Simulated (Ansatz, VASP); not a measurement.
AsHF in VASP and in Ansatz

INCAR

```
  PREC = Accurate
  ENCUT = 600
  EDIFF = 1E-7
  ISMEAR = 0
  SIGMA = 0.1
  LREAL = F
  LASPH = T
  NELM = 120
  ALGO = Normal
  ISIF = 3
  LWAVE = F
  LCHARG = F
  GGA = PE
  IBRION = 2
  NSW = 100
  EDIFFG = -0.01
  GGA_COMPAT = F
  NELMIN = 4
```

Contents of KPOINTS:

```
regular mesh
0
Gamma
  8 8 20
```

The input POSCAR:

```
AsHF
1.0
    5.8456741661      0.0000000000      0.0000000000
    0.0000000000      5.8456741661      0.0000000000
    0.0000000000      0.0000000000      2.3059801001
H As F
1 1 1
Direct
    0.0000000000      0.0000000000      0.0000000000
    0.5000000000      0.5000000000      0.5000000000
    0.0000000000      0.0000000000      0.5000000000
```

Input for Ansatz:

```yaml
crystal:
  lattice:
    - [5.8456741661, 0.0, 0.0]
    - [0.0, 5.8456741661, 0.0]
    - [0.0, 0.0, 2.3059801001]
  atoms:
    - { symbol: H, position: [0.0, 0.0, 0.0] }
    - { symbol: As, position: [0.5, 0.5, 0.5] }
    - { symbol: F, position: [0.0, 0.0, 0.5] }
basis:
  ecutwfc: 420
kpoints:
  mp_grid: { grid: [8, 8, 20] }
hamiltonian:
  xc: pbe
scf:
  occupations: { method: gaussian, width: 0.1 }
output:
  forces: true
  stress: true
  eigenvalues: true
relax:
  adjacent_minimum: "off"
  f_tol: 0.01
  max_steps: 80
  cell: { stress_tol: 0.05 }
```

Alike in both runs: task relaxation of cell and atoms; functional PBE; k mesh 8 × 8 × 20; occupations gaussian, width 0.1 eV; no spin polarisation.

```csv
,VASP,Ansatz
version,VASP 6.6.1,Ansatz 0.2.0
potentials or method,"VASP PAW PBE potentials, release 64 (H, As, F), cutoff 600 eV","scalar-relativistic, plane waves, PAW"
valence electrons in the cell,13,23
```

Ansatz gave:

```
gap on the k mesh at the Fermi level, each at its own relaxed structure (eV) : none
relaxed volume (Å³/atom)                                                     : 26.27
relaxed cell length with the largest relative difference (Å)                 : 5.846
```

Question: Estimate VASP's values.

Answer: gap on the k mesh at the Fermi level, each at its own relaxed structure (eV): none; relaxed volume (Å³/atom): 24.61; relaxed cell length with the largest relative difference (Å): 5.656.

A gap of «none» marks a metal or a gap that the smearing closes. One of these differences is far larger than is usual between the two programs; its cause wasn't traced. VASP's potentials hold 13 valence electrons a cell and Ansatz's 23, so a difference there can come from the potentials and not from the codes.
